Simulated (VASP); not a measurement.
# MoS2 (Fm-3m) in VASP: further runs, part 3 of 3

VASP 6.6.1. The steps go on from the part before.

## 5. Single point, PBE, collinear spin, ferromagnetic start

Contents of INCAR:

```
SYSTEM = MoS2
PREC = Accurate
ENCUT = 520
EDIFF = 1E-6
ISMEAR = 0
SIGMA = 0.1
LREAL = .FALSE.
LASPH = .TRUE.
NELM = 150
ALGO = Normal
ISIF = 2
LWAVE = .FALSE.
LCHARG = .FALSE.
ISPIN = 2
MAGMOM = 1.51 0 0
LORBIT = 11
LMAXMIX = 4
GGA = PE
NBANDS = 24
```

Contents of KPOINTS:

```
regular mesh
0
G
  14 14 14
  0 0 0
```

Contents of POSCAR:

```
MoS2
1.0
    0.0000000000      2.9742607281      2.9742607281
    2.9742607281      0.0000000000      2.9742607281
    2.9742607281      2.9742607281      0.0000000000
Mo S
1 2
Direct
    0.0000000000      0.0000000000      0.0000000000
    0.2500000000      0.2500000000      0.2500000000
    0.7500000000      0.7500000000      0.7500000000
```

Potentials or basis: VASP PAW PBE potentials, release 64 (Mo_sv, S).

Run with:

```sh
$ cat potpaw_PBE.64/Mo_sv/POTCAR potpaw_PBE.64/S/POTCAR > POTCAR
$ mpirun -np 1 vasp_std > vasp.out
```

OUTCAR:

```text
SYSTEM = MoS2
   PREC = Accurate
   ENCUT = 520
   EDIFF = 1E-6
   ISMEAR = 0
   LREAL = .FALSE.
   LASPH = .TRUE.
   NELM = 150
   ISIF = 2
   ISPIN = 2
   LORBIT = 11
   GGA = PE

 ion  position               nearest neighbor table
   1  0.000  0.000  0.000-   3 2.58   3 2.58   2 2.58   3 2.58   2 2.58   2 2.58   3 2.58   2 2.58

   2  0.250  0.250  0.250-   1 2.58   1 2.58   1 2.58   1 2.58
   3  0.750  0.750  0.750-   1 2.58   1 2.58   1 2.58   1 2.58

  LATTYP: Found a face centered cubic cell.
 ALAT       =     5.9485214562

  Lattice vectors:

 A1 = (   0.0000000000,   2.9742607281,   2.9742607281)
 A2 = (   2.9742607281,   0.0000000000,   2.9742607281)
 A3 = (   2.9742607281,   2.9742607281,   0.0000000000)

Analysis of symmetry for initial positions (statically):
=====================================================================
 Subroutine PRICEL returns:
 Original cell was already a primitive cell.

 Routine SETGRP: Setting up the symmetry group for a
 face centered cubic supercell.

 Subroutine GETGRP returns: Found 48 space group operations
 (whereof 48 operations were pure point group operations)
 out of a pool of 48 trial point group operations.

The static configuration has the point symmetry O_h .

Analysis of symmetry for dynamics (positions and initial velocities):
=====================================================================
 Subroutine PRICEL returns:
 Original cell was already a primitive cell.

 Routine SETGRP: Setting up the symmetry group for a
 face centered cubic supercell.

 Subroutine GETGRP returns: Found 48 space group operations
 (whereof 48 operations were pure point group operations)
 out of a pool of 48 trial point group operations.

The dynamic configuration has the point symmetry O_h .

Analysis of structural, dynamic, and magnetic symmetry:
=====================================================================
 Subroutine PRICEL returns:
 Original cell was already a primitive cell.

[... 149 lines left out ...]
 Free energy of the ion-electron system (eV)
  ---------------------------------------------------
  ext. energy  EPLUGINS =         0.00000000
  ---------------------------------------------------
  free energy    TOTEN  =       -19.79307130 eV

  energy without entropy =      -19.78294295  energy(sigma->0) =      -19.78800712

 E-fermi :   8.1466     XC(G=0): -10.9969

 val. band max:        8.1434492218   @ k =  -0.3571   0.4286   0.1429
 cond. band min:       8.1476106886   @ k =  -0.1429   0.1429   0.0000
 fundamental gap:      0.0041614668
 Fermi energy:         8.1466031005

 spin component 1

 k-point     1 :       0.0000    0.0000    0.0000
  band No.  band energies     occupation
      1     -53.9004      1.00000
      2     -28.0173      1.00000
      3     -28.0173      1.00000
      4     -28.0173      1.00000
      5      -7.1887      1.00000
      6      -2.8710      1.00000
[... 637 lines left out ...]
     23      19.1570      0.00000
     24      21.3050      0.00000

 [... further k-points ...]

 spin component 2

 k-point     1 :       0.0000    0.0000    0.0000
  band No.  band energies     occupation
      1     -52.8500      1.00000
      2     -26.8547      1.00000
      3     -26.8547      1.00000
      4     -26.8547      1.00000
      5      -7.1173      1.00000
      6      -2.9031      1.00000
[... 637 lines left out ...]
     23      19.4735      0.00000
     24      21.4765      0.00000

 [... further k-points ...]
[... 5 lines left out ...]
  --------------------------------------------------------------------------------------
  -------------------------------------------------------------------------------------
  Total       -0.0049741     -0.0049741     -0.0049741      0.0000000      0.0000000     -0.0000000
  in kB       -0.1514471     -0.1514471     -0.1514471      0.0000000      0.0000000     -0.0000000
  external PRESSURE =      -0.1514471 kB  Pullay stress =       0.0000000 kB

 VOLUME and BASIS-vectors are now :
 -----------------------------------------------------------------------------
  energy-cutoff  :      520.00
  volume of cell :       52.62
      direct lattice vectors                 reciprocal lattice vectors
     0.000000000  2.974260728  2.974260728    -0.168109001  0.168109001  0.168109001
     2.974260728  0.000000000  2.974260728     0.168109001 -0.168109001  0.168109001
     2.974260728  2.974260728  0.000000000     0.168109001  0.168109001 -0.168109001

 POSITION                                       TOTAL-FORCE (eV/Angst)
 -----------------------------------------------------------------------------------
      0.00000      0.00000      0.00000        -0.000000     -0.000000     -0.000000
      1.48713      1.48713      1.48713        -0.000000     -0.000000      0.000000
      4.46139      4.46139      4.46139         0.000000      0.000000     -0.000000
 -----------------------------------------------------------------------------------
    total drift:                                0.000000     -0.000000      0.000000

  FREE ENERGIE OF THE ION-ELECTRON SYSTEM (eV)
  ---------------------------------------------------
  free  energy   TOTEN  =       -19.7930712975 eV

  energy  without entropy=      -19.7829429491  energy(sigma->0) =      -19.78800712

 total charge

# of ion       s       p       d       tot
------------------------------------------
    1        2.253   6.149   3.763  12.165
    2        1.358   2.329   0.000   3.687
    3        1.358   2.329   0.000   3.687
--------------------------------------------------
tot          4.969  10.808   3.763  19.540

 magnetization (x)

# of ion       s       p       d       tot
------------------------------------------
    1        0.035   0.033   1.560   1.628
    2       -0.002  -0.028   0.000  -0.031
    3       -0.002  -0.028   0.000  -0.031
--------------------------------------------------
tot          0.031  -0.024   1.560   1.566
```

OSZICAR:

```text
N       E                     dE             d eps       ncg     rms          rms(c)
DAV:   1     0.171283860749E+03    0.17128E+03   -0.12817E+04 10016   0.100E+03
DAV:   2    -0.146340912110E+02   -0.18592E+03   -0.17865E+03 12264   0.274E+02
DAV:   3    -0.212005677978E+02   -0.65665E+01   -0.65139E+01 12400   0.482E+01
DAV:   4    -0.212580358081E+02   -0.57468E-01   -0.57452E-01 11312   0.496E+00
DAV:   5    -0.212588287122E+02   -0.79290E-03   -0.79284E-03 12688   0.576E-01    0.182E+01
DAV:   6    -0.204175731691E+02    0.84126E+00   -0.17223E+01 10232   0.179E+01    0.945E+00
DAV:   7    -0.198108517008E+02    0.60672E+00   -0.46846E+00 10152   0.101E+01    0.624E+00
DAV:   8    -0.197814153206E+02    0.29436E-01   -0.34584E-01 12112   0.305E+00    0.239E+00
DAV:   9    -0.197921215212E+02   -0.10706E-01   -0.21890E-02 11232   0.835E-01    0.716E-01
DAV:  10    -0.197926392117E+02   -0.51769E-03   -0.85932E-03 11704   0.470E-01    0.274E-01
DAV:  11    -0.197928801140E+02   -0.24090E-03   -0.28860E-03 11376   0.242E-01    0.908E-02
DAV:  12    -0.197930005709E+02   -0.12046E-03   -0.16552E-04 11240   0.673E-02    0.484E-02
DAV:  13    -0.197930619318E+02   -0.61361E-04   -0.65125E-05 10768   0.367E-02    0.135E-02
DAV:  14    -0.197930687803E+02   -0.68485E-05   -0.88625E-06 12384   0.124E-02    0.766E-03
DAV:  15    -0.197930704288E+02   -0.16484E-05   -0.11690E-06  9912   0.485E-03    0.365E-03
DAV:  16    -0.197930712975E+02   -0.86871E-06   -0.11671E-06 10144   0.457E-03
   1 F= -.19793071E+02 E0= -.19788007E+02  d E =-.101283E-01  mag=     1.8775
```

It took 2.5 min on 1 thread of AMD EPYC 9R45 (Zen 5), shared host; peak memory 0.3 GiB.

What came out:

```
Free energy                                           : -19.7931 eV
Pressure                                              : 0.0 GPa
Net moment                                            : 1.88 μB per cell
Site moments                                          : Mo +1.63; S -0.03 μB
Valence electrons inside the program's atomic spheres : Mo 12.16; S 3.69
```

Levels at points of the mesh, in eV from the Fermi level:
Spin up:
```tsv
k point	band 11	band 12	band 13	band 14	band 15	band 16	band 17	band 18
(0.00, 0.00, 0.00)	-1.98	-0.79	-0.79	-0.79	3.35	3.35	3.35	4.63
(0.50, 0.00, 0.00)	-3.14	-3.14	-1.50	-1.50	0.72	3.04	3.04	6.58
(0.50, 0.50, 0.00)	-2.95	-1.59	-1.16	0.63	0.79	2.83	2.83	4.99
```
Spin down:
```tsv
k point	band 10	band 11	band 12	band 13	band 14	band 15
(0.00, 0.00, 0.00)	-0.76	-0.76	-0.76	-0.37	-0.37	3.91
(0.50, 0.00, 0.00)	-3.16	-3.06	-3.06	0.00	0.00	1.44
(0.50, 0.50, 0.00)	-2.48	-2.48	-0.22	0.61	0.72	1.56
```

## 6. Summary

```tsv
task	cell	k mesh	cutoff (eV)	gap on the mesh (eV)	pressure (GPa)	moment (μB)
single point	a = 4.205 Å, angles 60.0°, 3 atoms	6 × 6 × 6	520	none	0.0	1.86
single point	a = 4.373 Å, angles 60.0°, 3 atoms	6 × 6 × 6	520	none	-11.3	1.88
relaxation of cell and atoms	relaxed from a = 4.373 Å, angles 60.0°, 3 atoms	6 × 6 × 6	600	none	0.0	1.86
single point	a = 4.206 Å, angles 60.0°, 3 atoms	14 × 14 × 14	520	none	0.0	1.88
```

Alike in all rows: level PBE; potentials or basis VASP PAW PBE potentials, release 64 (Mo_sv, S); spin collinear, ferromagnetic start; smearing gaussian 0.1 eV.

Absolute energies hang on the potentials; compare differences alone.
